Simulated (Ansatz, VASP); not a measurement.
CdAg5: VASP beside Ansatz

```
CELL_PARAMETERS angstrom
2.93228 0.00000 0.00000
-1.46614 2.53943 0.00000
0.00000 0.00000 27.97100
ATOMIC_POSITIONS crystal
Ag 0.16667 0.33333 0.28756
Ag 0.50000 0.00000 0.37260
Ag 0.16667 0.33333 0.54246
Ag 0.50000 0.00000 0.62740
Ag 0.83333 0.66667 0.71244
Cd 0.83333 0.66667 0.45754
```

Alike in both runs: task single point; functional PBE; k mesh 14 × 14 × 1; occupations fermi-dirac, width 0.05 eV; no spin polarisation.

```csv
,VASP,Ansatz
version,VASP 6.6.1,Ansatz 0.2.0
potentials or method,"VASP PAW PBE potentials, release 64 (Ag, Cd), cutoff 520 eV","all-electron LAPW, scalar-relativistic"
```

|  | VASP | Ansatz | Ansatz less VASP |
| --- | --- | --- | --- |
| rms of the force components (eV/Å) | 0.099 | 0.089 | -0.0101 |

Ansatz ran all-electron here, and VASP with PAW potentials.
